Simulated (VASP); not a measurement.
The system is Ir3Rh.

```xyz
4
Lattice="3.8403 0.0000 0.0000 0.0000 3.8403 0.0000 0.0000 0.0000 3.8403" Properties=species:S:1:pos:R:3 pbc="T T T"
Ir    1.9202    0.0000    1.9202
Ir    0.0000    1.9202    1.9202
Ir    1.9202    1.9202    0.0000
Rh    0.0000    0.0000    0.0000
```

| Item | Value |
| --- | --- |
| Program | VASP 6.6.1 |
| Task | relaxation of volume and atoms at fixed shape |
| Functional | LDA |
| Potentials or basis | VASP PAW LDA potentials, release 64 (Ir_sv_GW, Rh_sv_GW) |
| Cutoff | 620 eV |
| k mesh | 11 × 11 × 11 |
| Occupations | fermi-dirac, width 0.1 eV |
| Spin | no spin polarisation |

At the start: pressure -11.3 GPa; volume 14.16 Å³/atom.

Task: Where does the relaxation end?

Result: Over 4 steps the energy falls by 16.0 meV/atom and the volume is 13.72 Å³/atom (-3.1 %); space group Pm-3m (No. 221, to 0.1 Å) before and after.

Step by step:
```csv
step,energy change (eV),largest force (eV/Å),pressure (GPa),volume (Å³)
1,0.0000,0.0000,-11.28,56.64
2,0.9358,0.0000,59.58,48.85
3,-0.0637,0.0000,-0.64,54.97
4,-0.0639,0.0000,-0.09,54.89
```

Final structure:
```cif
data_structure
_symmetry_space_group_name_H-M 'P 1'
_symmetry_Int_Tables_number 1
_cell_length_a 3.8004
_cell_length_b 3.8004
_cell_length_c 3.8004
_cell_angle_alpha 90.000
_cell_angle_beta 90.000
_cell_angle_gamma 90.000
_cell_volume 54.89
loop_
_atom_site_label
_atom_site_type_symbol
_atom_site_fract_x
_atom_site_fract_y
_atom_site_fract_z
_atom_site_occupancy
Ir1 Ir 0.50000 0.00000 0.50000 1
Ir2 Ir 0.00000 0.50000 0.50000 1
Ir3 Ir 0.50000 0.50000 0.00000 1
Rh1 Rh 0.00000 0.00000 0.00000 1
```
